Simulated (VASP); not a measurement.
Crystal: ZrH.

```
CELL_PARAMETERS angstrom
3.24279 0.00000 0.00000
0.00000 3.24279 0.00000
0.00000 0.00000 4.94800
ATOMIC_POSITIONS crystal
Zr 0.00000 0.50000 0.00000
Zr 0.50000 0.00000 0.50000
H 0.00000 0.00000 0.75000
H 0.00000 0.00000 0.25000
```

- Program: VASP 6.6.1
- Task: relaxation of cell and atoms
- Functional: PBEsol
- Potentials or basis: VASP PAW PBE potentials, release 64 (Zr_sv, H)
- Cutoff: 600 eV
- k mesh: 10 × 10 × 8
- Occupations: fermi-dirac, width 0.08 eV
- Spin: no spin polarisation

At the start: pressure -2.4 GPa; volume 13.01 Å³/atom.

Question: Where does the relaxation end?

Answer: Over 13 steps the energy falls by 3.6 meV/atom and the volume is 12.71 Å³/atom (-2.3 %); space group P4_2/mmc (No. 131, to 0.05 Å).

The path:
| step | energy change (eV) | largest force (eV/Å) | pressure (GPa) | volume (Å³) |
| --- | --- | --- | --- | --- |
| 1 | 0.0000 | 0.0000 | -2.42 | 52.03 |
| 2 | -0.0097 | 0.0000 | 0.94 | 50.56 |
| 3 | -0.0102 | 0.0000 | 0.29 | 50.84 |
| 4 | -0.0125 | 0.0000 | 0.22 | 50.84 |
| 5 | -0.0144 | 0.0000 | 0.06 | 50.84 |
| 6 | -0.0144 | 0.0000 | 0.05 | 50.84 |
| 7 | -0.0144 | 0.0000 | 0.04 | 50.84 |
| 8 | -0.0144 | 0.0000 | 0.02 | 50.88 |
| 9 | -0.0144 | 0.0000 | -0.14 | 50.92 |
| 10 | -0.0144 | 0.0000 | -0.06 | 50.89 |
| 11 | -0.0144 | 0.0000 | -0.05 | 50.88 |
| 12 | -0.0144 | 0.0000 | -0.06 | 50.88 |
| 13 | -0.0144 | 0.0000 | 0.01 | 50.85 |

Final structure:
```
Zr H
1.0
     3.18833    0.00000    0.00000
     0.00000    3.18833    0.00000
     0.00000    0.00000    5.00261
Zr H
2 2
Direct
  0.00000 0.50000 0.00000
  0.50000 0.00000 0.50000
  0.00000 0.00000 0.75000
  0.00000 0.00000 0.25000
```

Caveat: the PAW data sets were made with another functional, which shifts forces and pressure a little.
